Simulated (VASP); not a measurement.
Runs of VASP 6.6.1 on Cu. The structure is that of space group Im-3m (No. 229), or close to it. The cells are those of the table. 

| task | cell | k mesh | cutoff (eV) | smearing | gap on the mesh (eV) | pressure (GPa) |
| --- | --- | --- | --- | --- | --- | --- |
| single point | a = 2.400 Å, angles 108.3, 108.3, 111.9°, 1 atom | 20 × 20 × 20 | 520 | gaussian 0.1 eV | none | 15.7 |
| single point | a = 2.463 Å, angles 108.0, 108.0, 112.4°, 1 atom | 20 × 20 × 20 | 520 | gaussian 0.1 eV | none | 0.7 |
| single point | a = 2.461 Å, angles 108.2, 108.2, 112.0°, 1 atom | 8 × 8 × 8 | 520 | gaussian 0.1 eV | none | 1.2 |
| single point | a = 2.463 Å, angles 108.3, 108.3, 111.8°, 1 atom | 24 × 24 × 24 | 520 | fermi-dirac 0.15 eV | none | 0.7 |
| single point | a = 2.512 Å, angles 107.7, 107.7, 113.0°, 1 atom | 20 × 20 × 20 | 520 | gaussian 0.1 eV | none | (b) |
| relaxation of shape and atoms at fixed volume | relaxed from a = 2.487 Å, angles 108.0, 108.0, 112.4°, 1 atom | 20 × 20 × 20 | 600 | gaussian 0.1 eV | none | -3.7 |
| single point | a = 2.488 Å, angles 107.9, 107.9, 112.7°, 1 atom | 20 × 20 × 20 | 520 | gaussian 0.1 eV | none | -3.7 |
| single point | a = 2.438 Å, angles 108.0, 108.0, 112.4°, 1 atom | 20 × 20 × 20 | 520 | gaussian 0.1 eV | none | 6.0 |
| single point | a = 2.290 Å, angles 108.7, 108.7, 111.0°, 1 atom | 22 × 22 × 22 | 520 | gaussian 0.1 eV | none | 61.1 |
| single point | a = 2.355 Å, angles 108.5, 108.5, 111.4°, 1 atom | 22 × 22 × 22 | 520 | gaussian 0.1 eV | none | 30.9 |
| single point | a = 2.480 Å, angles 107.9, 107.9, 112.7°, 1 atom | 20 × 20 × 20 | 520 | gaussian 0.1 eV | none | (a) |

Alike in all rows: level r2SCAN; potentials or basis VASP PAW PBE potentials, release 64 (Cu); no spin polarisation.

Estimate the missing entries.

(a) -2.4; (b) -7.4.

Caveats: some runs use coarse meshes; the PAW data sets were made with another functional, which shifts forces and pressure a little; the relaxation stopped at its first step, so nothing moved (some runs).

A gap of «none» marks levels without a gap at the run's occupations.
